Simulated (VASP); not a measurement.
# Hf8CuO16 (a cell with a defect) in VASP: a series of runs

Runs on Hf8CuO16 (a cell with a defect). Level: PBE. Tasks: single point.

All numbers are computed with VASP 6.6.1; they aren't measurements. Logs are shortened: lines on timing, memory, paths and dates and some standing lists are left out, and cuts for length are marked.

### 1 The cell of the first run

The cell holds a defect, 25 atoms: a = 7.328 Å, b = 7.328 Å, c = 7.328 Å, α = 121.07°, β = 121.07°, γ = 88.16°.

### 2 Single point, PBE, collinear spin

The input, INCAR:

```
SYSTEM = Hf8CuO16
ALGO     = Normal         ! electronic algorithm
EDIFF    = 1E-6           ! SCF threshold, eV
ENCUT    = 520            ! plane-wave cutoff, eV
GGA      = PE             ! functional
GGA_COMPAT= .FALSE.      
ISIF     = 2              ! what is computed and relaxed
ISMEAR   = -1             ! smearing method
ISPIN    = 2              ! spin polarisation
LASPH    = .TRUE.         ! aspherical terms in the spheres
LCHARG   = .FALSE.        ! write CHGCAR
LMAXMIX  = 4              ! l up to which the mixer works
LORBIT   = 11             ! projections on sites
LREAL    = .FALSE.        ! projectors in reciprocal space
LWAVE    = .FALSE.        ! write WAVECAR
MAGMOM   = 0.09 0.01 0.07 0.01 0.01 0.02 0 0.02 0 0 0.05 0 0 0 0.01 0 0 0.04 0 0.01 0 0 0 0.01 0.21 ! initial moments
NBANDS   = 116            ! bands
NELM     = 200            ! most SCF steps
NUPDOWN  = 1.0            ! fixed moment
PREC     = Accurate       ! precision mode
SIGMA    = 0.01           ! smearing width, eV
```

The input, KPOINTS:

```
k-points
0
G
  1 1 1
  0 0 0
```

The input, POSCAR:

```
Hf8CuO16
1.0
   -3.6047748000      3.6047748000      5.2647067900
    3.6047748000     -3.6047748000      5.2647067900
    3.6047748000      3.6047748000     -5.2647067900
Hf O Cu
8 16 1
Direct
    0.0248141390      0.0304860605      0.5253199173
    0.0140793951      0.5112943668      0.0779976602
    0.5695579931      0.0208812769      0.1074186382
    0.5600450953      0.5798063853      0.5890872850
    0.0098122218      0.0238689945      0.0762731419
    0.0699328584      0.5468215949      0.5874041008
    0.5650213482      0.0625312897      0.5932671578
    0.4950538882      0.5414914632      0.0719814730
    0.1472798472      0.4541877850      0.8465790984
   -0.0911321707      0.7803765016      0.0940886793
    0.5513667706      0.3574191487      0.2280562714
    0.6369614464      0.9464218322      0.8373202676
    0.2870782174      0.1365144429      0.5429214330
    0.4009563104      0.6986051399      0.3428782847
    0.9043440248      0.2031534816      0.3389190914
    0.8687956907      0.7113837769      0.6817092985
    0.1851742751      0.3806760857      0.3132647843
    0.0891126807      0.7460729990      0.4769687693
    0.6730663072      0.3253871679      0.6035727946
    0.6749571288      0.8821122332      0.3203957429
    0.2947602762     -0.0396026361      0.1105913745
    0.4244243690      0.6463010588      0.8152538405
    0.9346934175      0.1390197183      0.8190030345
    0.7199421604      0.3903885639      0.0083854059
    0.2506854633      0.1759258695     -0.0091665920
```

Potentials or basis: VASP PAW PBE potentials, release 64 (Hf_pv, O, Cu).

Command:

```
cat potpaw_PBE.64/Hf_pv/POTCAR potpaw_PBE.64/O/POTCAR potpaw_PBE.64/Cu/POTCAR > POTCAR
mpirun -np 1 vasp_gam > vasp.out
```

OUTCAR:

```text
SYSTEM = Hf8CuO16
   EDIFF = 1E-6
   ENCUT = 520
   GGA = PE
   ISIF = 2
   ISMEAR = -1
   ISPIN = 2
   LASPH = .TRUE.
   LORBIT = 11
   LREAL = .FALSE.
   NELM = 200
   NUPDOWN = 1.0
   PREC = Accurate

 ion  position               nearest neighbor table
   1  0.025  0.030  0.525-  18 2.01  13 2.01  20 2.13  15 2.17  23 2.32  10 2.33  25 2.46   9 2.54
                             3 3.12   5 3.21   2 3.48   6 3.58   8 3.61   7 3.64   7 3.73   8 3.77
   2  0.014  0.511  0.078-  24 2.05  10 2.06  17 2.20   9 2.23  23 2.24  18 2.24  14 2.35  19 2.56
                            25 2.95   7 3.29   6 3.41   1 3.48   8 3.56   5 3.57   4 3.61   4 3.69
   3  0.570  0.021  0.107-  15 2.06  12 2.08  21 2.09  20 2.10  11 2.18  22 2.24  25 2.50  19 2.77
                             1 3.12   5 3.35   8 3.43   7 3.43   4 3.46   6 3.57   6 3.78   4 3.82
   4  0.560  0.580  0.589-  19 2.05  16 2.10  14 2.18  22 2.19  12 2.20  11 2.25  17 2.29  10 2.69
                            25 3.15   5 3.28   8 3.42   3 3.46   7 3.52   6 3.60   2 3.61   2 3.69
   5  0.010  0.024  0.076-  21 2.04  10 2.04  17 2.17  15 2.21  16 2.22  12 2.23  23 2.26  13 2.55
                            25 2.60   1 3.21   4 3.28   3 3.35   7 3.51   6 3.54   2 3.57   6 3.72
   6  0.070  0.547  0.587-  18 2.04  16 2.04  15 2.08  22 2.11   9 2.14  17 2.32  21 2.90   8 3.32
                             2 3.41   5 3.54   3 3.57   1 3.58   4 3.60   5 3.72   4 3.74   3 3.78
   7  0.565  0.063  0.593-  13 1.98  19 2.06  12 2.18  14 2.19  23 2.21  20 2.29  24 2.32  21 2.67
                             2 3.29   3 3.43   5 3.51   4 3.52   8 3.53   1 3.64   1 3.73   8 3.73
   8  0.495  0.541  0.072-   9 2.07  24 2.07  20 2.08  11 2.09  14 2.18  22 2.20  25 2.88  13 2.91
                             6 3.32   4 3.42   3 3.43   7 3.53   2 3.56   1 3.61   7 3.73   1 3.77
   9  0.147  0.454  0.847-   8 2.07   6 2.14   2 2.23   1 2.54
  10  0.909  0.780  0.094-   5 2.04   2 2.06   1 2.33   4 2.69
  11  0.551  0.357  0.228-  25 1.87   8 2.09   3 2.18   4 2.25
  12  0.637  0.946  0.837-   3 2.08   7 2.18   4 2.20   5 2.23
  13  0.287  0.137  0.543-   7 1.98   1 2.01   5 2.55   8 2.91
  14  0.401  0.699  0.343-   8 2.18   4 2.18   7 2.19   2 2.35
  15  0.904  0.203  0.339-   3 2.06   6 2.08   1 2.17   5 2.21
  16  0.869  0.711  0.682-   6 2.04   4 2.10   5 2.22
  17  0.185  0.381  0.313-   5 2.17   2 2.20   4 2.29   6 2.32  25 2.35
  18  0.089  0.746  0.477-   1 2.01   6 2.04   2 2.24
  19  0.673  0.325  0.604-   4 2.05   7 2.06   2 2.56   3 2.77
  20  0.675  0.882  0.320-   8 2.08   3 2.10   1 2.13   7 2.29
  21  0.295  0.960  0.111-   5 2.04   3 2.09  25 2.12   7 2.67   6 2.90
  22  0.424  0.646  0.815-   6 2.11   4 2.19   8 2.20   3 2.24
  23  0.935  0.139  0.819-  25 1.92   7 2.21   2 2.24   5 2.26   1 2.32
  24  0.720  0.390  0.008-   2 2.05   8 2.07   7 2.32
  25  0.251  0.176  0.991-  11 1.87  23 1.92  21 2.12  17 2.35   1 2.46   3 2.50   5 2.60   8 2.88
                             2 2.95   4 3.15

  LATTYP: Found a body centered tetragonal cell.
 ALAT       =     7.2095496000
 C/A-ratio  =     1.4604814675

  Lattice vectors:

 A1 = (  -3.6047748000,   3.6047748000,   5.2647067900)
 A2 = (   3.6047748000,  -3.6047748000,   5.2647067900)
 A3 = (   3.6047748000,   3.6047748000,  -5.2647067900)

[... 218 lines left out ...]

 k-point     1 :       0.0000    0.0000    0.0000
  band No.  band energies     occupation
      1     -25.9343      1.00000
      2     -25.9051      1.00000
      3     -25.8820      1.00000
      4     -25.8302      1.00000
      5     -25.7977      1.00000
      6     -25.7708      1.00000
[... 97 lines left out ...]
    104       9.3997      0.00000
    105       9.5280      0.00000
 Fermi energy:         4.7415853305

 spin component 2

 k-point     1 :       0.0000    0.0000    0.0000
  band No.  band energies     occupation
      1     -25.8865      1.00000
      2     -25.8701      1.00000
      3     -25.8556      1.00000
      4     -25.8109      1.00000
      5     -25.7816      1.00000
      6     -25.7554      1.00000
[... 97 lines left out ...]
    104       9.4887      0.00000
    105       9.5706      0.00000
 [bands above 105 left out]

------------------------ aborting loop because EDIFF is reached ----------------------------------------

  FORCE on cell =-STRESS in cart. coord.  units (eV):
  Direction    XX          YY          ZZ          XY          YZ          ZX
  --------------------------------------------------------------------------------------
  -------------------------------------------------------------------------------------
  Total       -1.3792556     15.9808780     10.4312102      6.2450293     -0.2645021     -0.1216036
  in kB       -8.0754158     93.5665810     61.0737832     36.5640761     -1.5486354     -0.7119778
  external PRESSURE =      48.8549828 kB  Pullay stress =       0.0000000 kB

 VOLUME and BASIS-vectors are now :
 -----------------------------------------------------------------------------
  energy-cutoff  :      520.00
  volume of cell :      273.65
      direct lattice vectors                 reciprocal lattice vectors
    -3.604774800  3.604774800  5.264706790     0.000000000  0.138704920  0.094972051
     3.604774800 -3.604774800  5.264706790     0.138704920  0.000000000  0.094972051
     3.604774800  3.604774800 -5.264706790     0.138704920  0.138704920  0.000000000

 POSITION                                       TOTAL-FORCE (eV/Angst)
 -----------------------------------------------------------------------------------
      1.91411      1.87321     -2.47452        -0.088570     -0.076793      0.041597
      2.07351     -1.51118      2.35530         0.043489     -0.013122     -0.092213
     -1.59064      2.36508      2.54296        -0.003907      0.069755     -0.021229
      2.19476      2.05229      2.89961        -0.020469      0.000588      0.080752
      0.32562      0.22428     -0.22423        -0.012533     -0.011211     -0.051014
      3.83654      0.39838      0.15452        -0.022769      0.028871      0.017092
[... 17 lines left out ...]
     -1.15774      1.21819      5.80142         0.007620     -0.028498      0.073795
      3.30224      3.84122     -2.97046        -0.041327     -0.024856     -0.023209
 -----------------------------------------------------------------------------------
    total drift:                               -0.001411      0.000580     -0.000186

  FREE ENERGIE OF THE ION-ELECTRON SYSTEM (eV)
  ---------------------------------------------------
  free  energy   TOTEN  =      -240.9315784574 eV

  energy  without entropy=     -240.9315784574  energy(sigma->0) =     -240.93157846

 total charge

# of ion       s       p       d       tot
------------------------------------------
    1        0.330   6.612   1.578   8.520
    2        0.296   6.562   1.417   8.274
    3        0.322   6.611   1.563   8.497
    4        0.300   6.574   1.418   8.292
    5        0.309   6.620   1.516   8.445
    6        0.315   6.578   1.481   8.374
[... 17 lines left out ...]
   24        1.562   3.520   0.000   5.082
   25        0.490   0.489   9.284  10.263
--------------------------------------------------
tot         27.982 109.768  21.190 158.940

 magnetization (x)

# of ion       s       p       d       tot
------------------------------------------
    1        0.014   0.021   0.109   0.143
    2        0.005   0.001   0.006   0.012
    3        0.010   0.014   0.086   0.109
    4        0.003   0.000   0.004   0.007
    5        0.001   0.000   0.008   0.009
    6        0.003   0.004   0.032   0.039
[... 17 lines left out ...]
   24        0.002   0.008   0.000   0.010
   25        0.044   0.053   0.094   0.190
--------------------------------------------------
tot          0.123   0.223   0.385   0.730
```

Run time: 2.5 min. Hardware: 1 thread of Intel Xeon Platinum 8375C at 2.90GHz (Ice Lake), shared host; peak memory 0.55 GiB.

What came out:

```yaml
Free_energy: -240.9316 eV
Pressure: 4.9 GPa
Largest_force: 0.124 eV/Å
Net_moment: 1.00 μB per cell
Site_moments: Hf +0.14, +0.01, +0.11, +0.04, +0.03 (each value once); O +0.00, +0.06, +0.01, -0.00, +0.03 (each value once); Cu +0.19 μB
Valence_electrons_inside_the_program's_atomic_spheres: Hf 8.52, 8.27, 8.50, 8.29, 8.45, 8.37, 8.33, 8.40; O 5.08, 5.09, 5.10, 5.12, 5.15, 5.11, 5.07, 5.14, 5.05 (each value once); Cu 10.26
```

Forces in eV/Å, atoms in the order of the input:
```
Hf  -0.089 -0.077  0.042
Hf   0.043 -0.013 -0.092
Hf  -0.004  0.070 -0.021
Hf  -0.020  0.001  0.081
Hf  -0.013 -0.011 -0.051
Hf  -0.023  0.029  0.017
Hf   0.027  0.036  0.046
Hf   0.045  0.011 -0.009
O    0.006  0.043  0.048
O   -0.013  0.057  0.069
O    0.034  0.015  0.071
O   -0.016  0.041 -0.015
O   -0.056  0.051 -0.065
O   -0.032  0.056  0.026
O   -0.029  0.021 -0.039
O   -0.001  0.038 -0.061
O    0.007 -0.047 -0.017
O    0.014 -0.027 -0.046
O    0.050 -0.048 -0.066
O   -0.006 -0.052  0.050
O    0.020 -0.033  0.042
O    0.031 -0.028 -0.009
O    0.058 -0.080 -0.049
O    0.008 -0.028  0.074
Cu  -0.041 -0.025 -0.023
```

Stress tensor (GPa, compression positive):
```
-0.81  3.66 -0.07
 3.66  9.36 -0.15
-0.07 -0.15  6.11
```

Caveat: the k points lie up to 1.06 Å⁻¹ apart, too coarse for converged energies, forces and pressures; the total moment is fixed, so each spin has its own Fermi level and the state may be an excited one.

### 3 Single point, PBE, collinear spin

The input, INCAR:

```
SYSTEM = Hf8CuO16
PREC = Accurate
ENCUT = 520
EDIFF = 1E-6
ISMEAR = -1
SIGMA = 0.01
LREAL = .FALSE.
LASPH = .TRUE.
NELM = 200
ALGO = Normal
ISIF = 2
LWAVE = .FALSE.
LCHARG = .FALSE.
ISPIN = 2
MAGMOM = 0.09 0.01 0.07 0.01 0.01 0.02 0 0.02 0 0 0.05 0 0 0 0.01 0 0 0.04 0 0.01 0 0 0 0.01 0.21
LORBIT = 11
NUPDOWN = 1.0
LMAXMIX = 4
GGA = PE
NBANDS = 116
GGA_COMPAT = .FALSE.
```

The input, KPOINTS:

```
regular mesh
0
G
  1 1 1
  0 0 0
```

The input, POSCAR:

```
Hf8CuO16
1.0
   -3.6047748000      3.6047748000      5.2647067900
    3.6047748000     -3.6047748000      5.2647067900
    3.6047748000      3.6047748000     -5.2647067900
Hf O Cu
8 16 1
Direct
   -0.0065765826      0.0823300809      0.5390163347
    0.0281482557      0.5262820087      0.0991238066
    0.5891523136      0.0142778444      0.1409153215
    0.5541583605      0.5699024785      0.5879016354
    0.0185742595      0.0355382873      0.0777159505
    0.0862180790      0.5731963501      0.6144580793
    0.5663213707      0.0624122222      0.6105593614
    0.4990008980      0.5330594750      0.0807585816
    0.1476447381      0.4495032620      0.8550736651
   -0.0928910589      0.7942174783      0.1022550701
    0.4991877087      0.3253327428      0.1866344050
    0.6399449740      0.9528971174      0.8526557609
    0.2848288187      0.1397674684      0.5534313822
    0.3938444531      0.7030046814      0.3574972284
    0.9057059045      0.2363878100      0.3479718067
    0.8516688684      0.6979842332      0.6673705387
    0.1878251798      0.3976362060      0.3307611616
    0.0846143945      0.7766567933      0.5020394062
    0.6667747697      0.2980790609      0.5737864679
    0.6738871792      0.8689523467      0.3414806939
    0.2797928670     -0.0633744787      0.0808824451
    0.4387790820      0.6477299990      0.8326062421
    0.9457986621      0.1488383360      0.8369911208
    0.7241870181      0.3993915551      0.0123723402
    0.2955072888      0.0564790421     -0.1568197825
```

Potentials or basis: VASP PAW PBE potentials, release 64 (Hf_pv, O, Cu).

Command:

```
cat potpaw_PBE.64/Hf_pv/POTCAR potpaw_PBE.64/O/POTCAR potpaw_PBE.64/Cu/POTCAR > POTCAR
mpirun -np 1 vasp_gam > vasp.out
```

It took 2.3 min on 1 thread of Intel Xeon Platinum 8375C at 2.90GHz (Ice Lake), shared host; peak memory 0.54 GiB.

The run converged. Its results:

```yaml
Free_energy: -239.2659 eV
Pressure: 3.5 GPa
Largest_force: 0.102 eV/Å
Net_moment: 1.00 μB per cell
Site_moments: Hf +0.20, +0.02, +0.16, +0.05, +0.01, +0.06 (each value once); O -0.00, +0.00, +0.04, +0.01 (each value once); Cu +0.21 μB
Valence_electrons_inside_the_program's_atomic_spheres: Hf 8.62, 8.21, 8.63, 8.23, 8.29, 8.41, 8.33, 8.44; O 5.10, 5.05, 5.08, 5.09, 5.14, 5.07, 5.15, 5.11 (each value once); Cu 10.21
```

Forces on the atoms (eV/Å):
```
Hf   0.017 -0.018  0.015
Hf   0.006  0.044 -0.075
Hf  -0.036  0.031 -0.046
Hf  -0.019 -0.029  0.053
Hf  -0.020 -0.034 -0.017
Hf  -0.024  0.012  0.014
Hf   0.006  0.044  0.040
Hf   0.045 -0.002 -0.001
O   -0.030  0.041  0.024
O   -0.021  0.029  0.077
O    0.065  0.004  0.079
O   -0.011  0.015  0.021
O   -0.048  0.044 -0.037
O   -0.016  0.029 -0.003
O    0.004  0.068 -0.068
O   -0.017  0.036 -0.063
O    0.011 -0.037  0.013
O   -0.049  0.003 -0.089
O    0.033 -0.032 -0.070
O    0.002 -0.075  0.063
O    0.028 -0.054  0.038
O    0.035 -0.041 -0.012
O    0.027 -0.014 -0.028
O    0.015 -0.038  0.049
Cu  -0.004 -0.027  0.022
```

Stress tensor (GPa, compression positive):
```
-10.34   4.86   0.36
  4.86  16.18  -1.07
  0.36  -1.07   4.56
```

Caveat: the k points lie up to 1.06 Å⁻¹ apart, too coarse for converged energies, forces and pressures; the total moment is fixed, so each spin has its own Fermi level and the state may be an excited one.

(Part 1 of 2 ends here.)
